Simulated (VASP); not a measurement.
## CuSi16 (a cell with a defect): relaxation of the atoms with PBE

System: CuSi16 (a cell with a defect).

```
CELL_PARAMETERS angstrom
0.00000 5.43000 5.43000
5.43000 0.00000 5.43000
5.43000 5.43000 0.00000
ATOMIC_POSITIONS crystal
Si 0.00000 0.00000 0.00000
Si 0.12500 0.12500 0.12500
Si 0.00000 0.00000 0.50000
Si 0.12500 0.12500 0.62500
Si 0.00000 0.50000 0.00000
Si 0.12500 0.62500 0.12500
Si 0.00000 0.50000 0.50000
Si 0.12500 0.62500 0.62500
Si 0.50000 0.00000 0.00000
Si 0.62500 0.12500 0.12500
Si 0.50000 0.00000 0.50000
Si 0.62500 0.12500 0.62500
Si 0.50000 0.50000 0.00000
Si 0.62500 0.62500 0.12500
Si 0.50000 0.50000 0.50000
Si 0.62500 0.62500 0.62500
Cu 0.25569 0.24185 0.75050
```

```yaml
Program: VASP 6.6.1
Task: relaxation of the atoms
Functional: PBE
Potentials_or_basis: VASP PAW PBE potentials, release 64 (Si, Cu)
Cutoff: 520 eV
k_mesh: 2 × 2 × 2
Occupations: fermi-dirac, width 0.02 eV
Spin: no spin polarisation
Dipole_correction: no
Charge: 1
Further_INCAR_settings: LREAL = Auto; ALGO = Normal; EDIFF = 1e-06; IBRION = 2; EDIFFG = -0.08; NSW = 45; NELECT = 74.0
```

The energy gained by relaxing is 6.2 meV/atom. The ionic steps are 4 and the largest force after relaxing is 0.064 eV/Å.

Forces in eV/Å, atoms in the order of the input:
```
Si  -0.005  0.000 -0.014
Si  -0.001 -0.019  0.011
Si  -0.036  0.029 -0.011
Si   0.015 -0.003  0.005
Si   0.023  0.012 -0.007
Si   0.006 -0.003  0.012
Si  -0.015 -0.023 -0.009
Si  -0.033  0.035 -0.042
Si  -0.011  0.012  0.009
Si   0.021 -0.017  0.006
Si  -0.012  0.008  0.007
Si  -0.001  0.004  0.011
Si  -0.004  0.003  0.003
Si   0.008 -0.021 -0.006
Si  -0.020  0.019  0.023
Si   0.024 -0.005 -0.006
Cu   0.040 -0.032  0.009
```

The path:
| step | energy change (eV) | largest force (eV/Å) | pressure (GPa) |
| --- | --- | --- | --- |
| 1 | 0.0000 | 1.0110 | -0.32 |
| 2 | -0.1028 | 0.1425 | -0.75 |
| 3 | -0.1029 | 0.1396 | -0.73 |
| 4 | -0.1053 | 0.0640 | -0.76 |

Final structure:
```
CELL_PARAMETERS angstrom
0.00000 5.43000 5.43000
5.43000 0.00000 5.43000
5.43000 5.43000 0.00000
ATOMIC_POSITIONS crystal
Si 0.99796 0.99768 0.00215
Si 0.12242 0.12368 0.13116
Si 0.00098 0.99868 0.50005
Si 0.12229 0.12357 0.62275
Si 0.99812 0.50176 0.00206
Si 0.12697 0.62451 0.12428
Si 0.99810 0.50176 0.49801
Si 0.12315 0.62982 0.62358
Si 0.50239 0.99762 0.00216
Si 0.62404 0.12765 0.12417
Si 0.50240 0.99759 0.49778
Si 0.63202 0.12327 0.62242
Si 0.50008 0.49989 0.00001
Si 0.62413 0.62448 0.12426
Si 0.50229 0.50176 0.49796
Si 0.62411 0.62448 0.62720
Cu 0.25423 0.24365 0.75053
```

Levels at points of the mesh, in eV from the Fermi level:
| k point | band 33 | band 34 | band 35 | band 36 | band 37 | band 38 | band 39 | band 40 | band 41 | band 42 |
| --- | --- | --- | --- | --- | --- | --- | --- | --- | --- | --- |
| (0.00, 0.00, 0.00) | -0.72 | -0.72 | -0.53 | -0.04 | -0.01 | 0.00 | 0.71 | 0.71 | 0.72 | 0.74 |
| (0.50, 0.00, 0.00) | -1.88 | -0.81 | -0.79 | -0.60 | -0.60 | 0.60 | 1.23 | 1.45 | 1.46 | 1.56 |
| (0.00, 0.50, 0.00) | -1.89 | -0.80 | -0.79 | -0.58 | -0.58 | 0.59 | 1.24 | 1.46 | 1.46 | 1.57 |
| (0.00, 0.00, 0.50) | -1.88 | -0.81 | -0.78 | -0.60 | -0.60 | 0.59 | 1.23 | 1.45 | 1.46 | 1.56 |
| (0.50, 0.50, 0.50) | -1.88 | -0.81 | -0.79 | -0.60 | -0.60 | 0.60 | 1.23 | 1.45 | 1.46 | 1.56 |
| (0.50, 0.50, 0.00) | -1.75 | -1.40 | -1.39 | -1.34 | -0.81 | 0.75 | 1.20 | 2.15 | 2.20 | 2.21 |
| (0.00, 0.50, 0.50) | -1.75 | -1.40 | -1.38 | -1.34 | -0.81 | 0.75 | 1.20 | 2.15 | 2.20 | 2.20 |
| (0.50, 0.00, 0.50) | -1.75 | -1.40 | -1.39 | -1.34 | -0.81 | 0.75 | 1.20 | 2.15 | 2.20 | 2.20 |

It took 5.9 min on 1 thread of Intel(R) Xeon(R) Platinum 8488C (Sapphire Rapids) (shared host), peak memory 0.56 GiB.

Caveat: the k points lie up to 0.50 Å⁻¹ apart; the cell carries a net charge on a neutralising background, which shifts energy and pressure; the cell is charged against a uniform background, so pressure and absolute levels hang on convention; the relaxation stopped at a loose force limit of 0.08 eV/Å, so its end isn't a converged minimum.
